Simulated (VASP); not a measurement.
Here is a VASP 6.6.1 calculation.

The input INCAR:

```
SYSTEM = Si3Ag
PREC = Accurate
ENCUT = 600
EDIFF = 1E-7
ISMEAR = 0
SIGMA = 0.1
LREAL = .FALSE.
LASPH = .TRUE.
NELM = 60
ALGO = Normal
ISIF = 3
LWAVE = .FALSE.
LCHARG = .FALSE.
GGA = PE
IBRION = 2
NSW = 90
EDIFFG = -0.04
```

Contents of KPOINTS:

```
regular mesh
0
G
  6 6 6
  0 0 0
```

File POSCAR:

```
Si3Ag
1.0
   -2.5480560600      2.5480560600      2.5480560600
    2.5480560600     -2.5480560600      2.5480560600
    2.5480560600      2.5480560600     -2.5480560600
Si Ag
3 1
Direct
    0.0000000000      0.5000000000      0.5000000000
    0.5000000000      0.0000000000      0.5000000000
    0.5000000000      0.5000000000      0.0000000000
    0.0000000000      0.0000000000      0.0000000000
```

Potentials or basis: VASP PAW PBE potentials, release 64 (Si, Ag).

The run is started by

```console
$ cat potpaw_PBE.64/Si/POTCAR potpaw_PBE.64/Ag/POTCAR > POTCAR
$ mpirun -np 1 vasp_std > vasp.out
```

Question: Estimate the relaxed volume.

Answer: 17.05 Å³/atom.

Question: Predict the band gap on the k mesh.

Answer: Zero (an odd number of electrons rules out a gap without spin polarisation).

Question: Estimate the space group after relaxing (to 0.1 Å).

Answer: Im-3m (No. 229).

Step by step:
```
step  energy change (eV)  largest force (eV/Å)  pressure (GPa)  volume (Å³)
   1              0.0000                0.0000            3.11        66.17
   2             -0.0136                0.0000           -1.50        69.30
   3             -0.0189                0.0000            0.00        68.18
```
